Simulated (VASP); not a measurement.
# In (I4/mmm) in VASP: further runs, part 2 of 2

VASP 6.6.1. The steps go on from the part before.

### Step 3. Single point, PBE (strain +0.000 along x and y, -0.040 along z)

INCAR reads:

```
SYSTEM = In
PREC = Accurate ; ENCUT = 520
EDIFF = 1E-6 ; ISMEAR = 0
SIGMA = 0.15 ; LREAL = .FALSE.
LASPH = .TRUE. ; NELM = 100
ALGO = Fast ; ISIF = 2
LWAVE = .FALSE. ; LCHARG = .FALSE.
GGA = PE ; NBANDS = 12
```

KPOINTS reads:

```
regular mesh
0
G
  18 18 18
  0 0 0
```

POSCAR reads:

```
In
1.0
   -1.8825252400      1.8825252400      1.8072242304
    1.8825252400     -1.8825252400      1.8072242304
    1.8825252400      1.8825252400     -1.8072242304
In
1
Direct
    0.0000000000      0.0000000000      0.0000000000
```

Potentials or basis: VASP PAW PBE potentials, release 64 (In_d).

The run is started by

```sh
> cat potpaw_PBE.64/In_d/POTCAR > POTCAR
> mpirun -np 1 vasp_std > vasp.out
```

OUTCAR:

```text
SYSTEM = In
   PREC = Accurate
   ENCUT = 520
   EDIFF = 1E-6
   ISMEAR = 0
   LREAL = .FALSE.
   LASPH = .TRUE.
   NELM = 100
   ISIF = 2
   GGA = PE

 ion  position               nearest neighbor table
   1  0.000  0.000  0.000-

  LATTYP: Found a body centered tetragonal cell.
 ALAT       =     3.7650504800
 C/A-ratio  =     0.9600000000

  Lattice vectors:

 A1 = (  -1.8825252400,   1.8825252400,   1.8072242304)
 A2 = (   1.8825252400,  -1.8825252400,   1.8072242304)
 A3 = (   1.8825252400,   1.8825252400,  -1.8072242304)

Analysis of symmetry for initial positions (statically):
=====================================================================
 Subroutine PRICEL returns:
 Original cell was already a primitive cell.

 Routine SETGRP: Setting up the symmetry group for a
 body centered tetragonal supercell.

 Subroutine GETGRP returns: Found 16 space group operations
 (whereof 16 operations were pure point group operations)
 out of a pool of 16 trial point group operations.

The static configuration has the point symmetry D_4h.

Analysis of symmetry for dynamics (positions and initial velocities):
=====================================================================
 Subroutine PRICEL returns:
 Original cell was already a primitive cell.

 Routine SETGRP: Setting up the symmetry group for a
 body centered tetragonal supercell.

 Subroutine GETGRP returns: Found 16 space group operations
 (whereof 16 operations were pure point group operations)
 out of a pool of 16 trial point group operations.

The dynamic configuration has the point symmetry D_4h.

 Subroutine INISYM returns: Found 16 space group operations
 (whereof 16 operations are pure point group operations),
 and found     1 'primitive' translations

----------------------------------------------------------------------------------------

                                     Primitive cell

  volume of cell :      25.6185

  direct lattice vectors                    reciprocal lattice vectors
    -1.882525240  1.882525240  1.807224230     0.000000000  0.265600689  0.276667384
     1.882525240 -1.882525240  1.807224230     0.265600689  0.000000000  0.276667384
     1.882525240  1.882525240 -1.807224230     0.265600689  0.265600689  0.000000000

  length of vectors
     3.217741751  3.217741751  3.217741751     0.383521273  0.383521273  0.375616096

  position of ions in fractional coordinates (direct lattice)
     0.000000000  0.000000000  0.000000000

  ion indices of the primitive-cell ions
   primitive index   ion index
                 1           1

----------------------------------------------------------------------------------------

 KPOINTS: regular mesh

Automatic generation of k-mesh.
 Grid dimensions read from file:
 generate k-points for:   18   18   18

 Generating k-lattice:

  Cartesian coordinates                     Fractional coordinates (reciprocal lattice)
     0.000000000  0.014755594  0.015370410     0.055555556  0.000000000 -0.000000000
     0.014755594  0.000000000  0.015370410     0.000000000  0.055555556 -0.000000000
     0.014755594  0.014755594  0.000000000     0.000000000  0.000000000  0.055555556

  Length of vectors
     0.021306737  0.021306737  0.020867561

  Shift w.r.t. Gamma in fractional coordinates (k-lattice)
     0.000000000  0.000000000  0.000000000

 Subroutine IBZKPT returns following result:
 ===========================================

 Found    480 irreducible k-points:

 Following reciprocal coordinates:
            Coordinates               Weight
  0.000000  0.000000  0.000000      1.000000
  0.055556 -0.000000  0.000000      8.000000
  0.111111 -0.000000  0.000000      8.000000
  0.166667  0.000000 -0.000000      8.000000
  0.222222  0.000000  0.000000      8.000000
  0.277778  0.000000  0.000000      8.000000
[... 16 lines left out ...]
 -0.277778  0.055556  0.000000     16.000000
 -0.222222  0.055556  0.000000     16.000000
 [... further k-points ...]
   k-points           NKPTS =    480   k-points in BZ     NKDIM =    480   number of bands    NBANDS=     12
   number of dos      NEDOS =    301   number of ions     NIONS =      1
   total plane-waves  NPLWV =  13824
   dimension x,y,z NGX =    24 NGY =   24 NGZ =   24
   dimension x,y,z NGXF=    48 NGYF=   48 NGZF=   48
   ions per type =               1
   NGX,Y,Z   is equivalent  to a cutoff of  12.40, 12.40, 12.40 a.u.
   NGXF,Y,Z  is equivalent  to a cutoff of  24.80, 24.80, 24.80 a.u.
 SYSTEM =  In
   PREC   = accura    normal or accurate (medium, high low for compatibility)
   ISTART =      0    job   : 0-new  1-cont  2-samecut
   ICHARG =      2    charge: 1-file 2-atom 10-const
   ISPIN  =      1    spin polarized calculation?
   LNONCOLLINEAR =      F non collinear calculations
   LSORBIT =      F    spin-orbit coupling
   LASPH  =      T    aspherical Exc in radial PAW
   ENCUT  =  520.0 eV  38.22 Ry    6.18 a.u.   5.98  5.98  5.98*2*pi/ulx,y,z
   NELM   =    100;   NELMIN=  2; NELMDL= -5     # of ELM steps
   EDIFF  = 0.1E-05   stopping-criterion for ELM
   LREAL  =      F    real-space projection
   EDIFFG = 0.1E-04   stopping-criterion for IOM
   NSW    =      0    number of steps for IOM
   IBRION =     -1    ionic relax: 0-MD 1-quasi-New 2-CG
   NFREE  =      0    steps in history (QN), initial steepest desc. (CG)
   ISIF   =      2    stress and relaxation
   ISYM   =      2    0-nonsym 1-usesym 2-fastsym
   POTIM  = 0.5000    time-step for ionic-motion
   TEBEG  =    0.0;   TEEND  =   0.0 temperature during run
   PSTRESS=    0.0 pullay stress
   NELECT =      13.0000    total number of electrons
   NUPDOWN=      -1.0000    fix difference up-down
   EMIN   =  10.00;   EMAX   =-10.00  energy-range for DOS
   EFERMI =   0.00;   METHOD = LEGACY
   ISMEAR =     0;   SIGMA  =   0.15  broadening in eV -4-tet -1-fermi 0-gaus
   EFERMI_NEDOS =   21; number of points for ismear=-14 and -15
   IALGO  =     68    algorithm
   IMIX   =      4    mixing-type and parameters
     AMIX     =   0.40;   BMIX     =  1.00
     AMIX_MAG =   1.60;   BMIX_MAG =  1.00
  volume/ion in A,a.u.               =      25.62       172.88
  Fermi-wavevector in a.u.,A,eV,Ry     =   1.305784  2.467574 23.198917  1.705072
  Thomas-Fermi vector in A             =   2.436630
   LORBIT       =      0    0 simple, 1 ext, 2 COOP (PROOUT), +10 PAW based schemes
   GGA     = PE    functional components
   LHFCALC =     F    Hartree Fock is set to
   AEXX    =    0.0000 exact exchange contribution
   IVDW    =     0    specifies the selected vdW correction
   LEPSILON=     F    determine dielectric tensor
   LRPA    =     F    only Hartree local field effects (RPA)
 non-spin polarized calculation
 RMM-DIIS sequential band-by-band and
 Gauss-broadening in eV      SIGMA  =   0.15
  energy-cutoff  :      520.00
  volume of cell :       25.62
 maximum number of plane-waves:       705
   NGX = 11   NGY = 11   NGZ = 11

 number of electron      12.9999995 magnetization

 Free energy of the ion-electron system (eV)
  ---------------------------------------------------
  ext. energy  EPLUGINS =         0.00000000
  ---------------------------------------------------
  free energy    TOTEN  =        -2.53107005 eV

  energy without entropy =       -2.52537955  energy(sigma->0) =       -2.52822480

 E-fermi :   7.7729     XC(G=0): -10.3553

 val. band max:        7.7698327159   @ k =  -0.3889  -0.3889   0.2778
 cond. band min:       7.7785611517   @ k =   0.2778   0.2222   0.0000
 fundamental gap:      0.0087284357
 Fermi energy:         7.7728541696

 k-point     1 :       0.0000    0.0000    0.0000
  band No.  band energies     occupation
      1      -6.9676      2.00000
      2      -6.9304      2.00000
      3      -6.9304      2.00000
      4      -6.6718      2.00000
      5      -6.6360      2.00000
      6      -1.9209      2.00000
      7      18.9037      0.00000
      8      18.9037      0.00000
      9      19.3964      0.00000
     10      20.7675      0.00000
     11      20.7675      0.00000
     12      21.2276      0.00000
[... 331 lines left out ...]
 k-point    24 :      -0.2222    0.0556    0.0000
  band No.  band energies     occupation
      1      -6.9863      2.00000
      2      -6.9166      2.00000
      3      -6.7875      2.00000
      4      -6.6877      2.00000
      5      -6.6538      2.00000
      6      -0.9630      2.00000
      7      13.7569      0.00000
      8      15.5532      0.00000
      9      16.8976      0.00000
     10      19.0844      0.00000
     11      20.1402      0.00000
     12      21.5452      0.00000

 [... further k-points ...]

------------------------ aborting loop because EDIFF is reached ----------------------------------------

  FORCE on cell =-STRESS in cart. coord.  units (eV):
  Direction    XX          YY          ZZ          XY          YZ          ZX
  --------------------------------------------------------------------------------------
  -------------------------------------------------------------------------------------
  Total        0.5236395      0.5236395      0.5416954      0.0000000      0.0000000      0.0000000
  in kB       32.7483419     32.7483419     33.8775578      0.0000000      0.0000000      0.0000000
  external PRESSURE =      33.1247472 kB  Pullay stress =       0.0000000 kB

 VOLUME and BASIS-vectors are now :
 -----------------------------------------------------------------------------
  energy-cutoff  :      520.00
  volume of cell :       25.62
      direct lattice vectors                 reciprocal lattice vectors
    -1.882525240  1.882525240  1.807224230     0.000000000  0.265600689  0.276667384
     1.882525240 -1.882525240  1.807224230     0.265600689  0.000000000  0.276667384
     1.882525240  1.882525240 -1.807224230     0.265600689  0.265600689  0.000000000

 POSITION                                       TOTAL-FORCE (eV/Angst)
 -----------------------------------------------------------------------------------
      0.00000      0.00000      0.00000         0.000000     -0.000000     -0.000000
 -----------------------------------------------------------------------------------
    total drift:                                0.000000      0.000000     -0.000000

  FREE ENERGIE OF THE ION-ELECTRON SYSTEM (eV)
  ---------------------------------------------------
  free  energy   TOTEN  =        -2.5310700494 eV

  energy  without entropy=       -2.5253795453  energy(sigma->0) =       -2.52822480
```

stdout:

```text
POSCAR found type information on POSCAR In
 POSCAR found :  1 types and       1 ions
 scaLAPACK will be used
 LDA part: xc-table for (Slater+PW92), standard interpolation
 POSCAR, INCAR and KPOINTS ok, starting setup
 FFT: planning ... GRIDC
 FFT: planning ... GRID_SOFT
 FFT: planning ... GRID
 WAVECAR not read
 entering main loop
WARNING in EDDRMM: call to ZHEGV failed, returncode =   6  3     10
WARNING in EDDRMM: call to ZHEGV failed, returncode =   6  3     11
WARNING in EDDRMM: call to ZHEGV failed, returncode =   8  4     12
WARNING in EDDRMM: call to ZHEGV failed, returncode =   6  3     10
WARNING in EDDRMM: call to ZHEGV failed, returncode =   6  3     10
```

Run time: 36 s. Hardware: 1 thread of Intel Xeon 6975P-C (Granite Rapids), shared host; peak memory 0.25 GiB.

Results:

```yaml
Free_energy: -2.5311 eV
Pressure: 3.3 GPa
```

Stress tensor (GPa, compression positive):
```
3.27 0.00 0.00
0.00 3.27 0.00
0.00 0.00 3.39
```

Levels at points of the mesh, in eV from the Fermi level:
```
           k point  band 3  band 4  band 5  band 6  band 7  band 8  band 9  band 10
(0.00, 0.00, 0.00)  -14.70  -14.44  -14.41   -9.69   11.13   11.13   11.62    12.99
(0.50, 0.00, 0.00)  -14.44  -14.40  -14.24   -3.81   -3.23    5.83    7.17    10.00
(0.50, 0.50, 0.00)  -14.47  -14.44  -14.25   -4.14   -3.37    6.44    7.92    10.69
(0.50, 0.50, 0.50)  -14.29  -14.29  -14.28    0.98    0.98    1.11    1.84     5.08
```

Caveat: the cell differs from its parent crystal (strain +0.000 along x and y, -0.040 along z); spin-orbit coupling is left out, which moves the levels of the heavy elements.
